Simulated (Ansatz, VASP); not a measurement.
Two plane-wave programs on MgO

```
Mg O
1.0
     0.00000    2.08258    2.08258
     2.08258    0.00000    2.08258
     2.08258    2.08258    0.00000
Mg O
1 1
Direct
  0.00000 0.00000 0.00000
  0.50000 0.50000 0.50000
```

Alike in both runs: task single point; functional PBE; dispersion D3(BJ); k mesh 10 × 10 × 10; occupations gaussian, width 0.02 eV; no spin polarisation.

|  | VASP | Ansatz |
| --- | --- | --- |
| version | VASP 6.6.1 | Ansatz 0.2.0 |
| potentials or method | VASP PAW PBE potentials, release 64 (Mg, O), cutoff 600 eV | scalar-relativistic, plane waves, PAW |
| valence electrons in the cell | 8 | 16 |

Ansatz gave:

- gap on the k mesh at the Fermi level (eV): 5.08
- least direct gap on the mesh (eV): 5.08
- pressure (GPa): 5.2

**Question.** What did VASP give for the same quantities?

**Answer.** gap on the k mesh at the Fermi level (eV): 5.06; least direct gap on the mesh (eV): 5.06; pressure (GPa): 4.2.

VASP's potentials hold 8 valence electrons a cell and Ansatz's 16, so a difference there can come from the potentials and not from the codes.
